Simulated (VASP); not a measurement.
Here is a VASP 6.6.1 calculation.

Contents of INCAR:

```
PREC = Accurate
ENCUT = 500
EDIFF = 1E-6
ISMEAR = 0
SIGMA = 0.01
LREAL = F
LASPH = T
NELM = 200
ALGO = Normal
ISIF = 2
LWAVE = F
LCHARG = T
LNONCOLLINEAR = T
MAGMOM = 0 0 0 0 0 0
LORBIT = 11
LSORBIT = T
GGA_COMPAT = F
LORBMOM = T
GGA = CA
LVHAR = T
NBANDS = 28
```

File KPOINTS:

```
regular mesh
0
Gamma
  6 6 6
```

Contents of POSCAR:

```
CsCl
1.0
    3.9692272329      0.0000000000      0.0000000000
    0.0000000000      3.9692272329      0.0000000000
    0.0000000000      0.0000000000      3.9890733690
Cs Cl
1 1
Direct
    0.0000000000      0.0000000000      0.0000000000
    0.5000000000      0.5000000000      0.5000000000
```

Potentials or basis: VASP PAW LDA potentials, release 64 (Cs_sv, Cl).

Command:

```sh
$ cat potpaw_LDA.64/Cs_sv/POTCAR potpaw_LDA.64/Cl/POTCAR > POTCAR
$ mpirun -np 1 vasp_ncl > vasp.out
```

**Question.** Predict the pressure.

**Answer.** 0.0 GPa.

**Question.** Predict the net moment.

**Answer.** 0.00 μB per cell.

Moments on the atoms (μB; x, y, z):
```
Cs  0.00 0.00 0.00
Cl  0.00 0.00 0.00
```

Caveat: the cell differs from its parent crystal (z stretched by +0.5 %, x and y held).
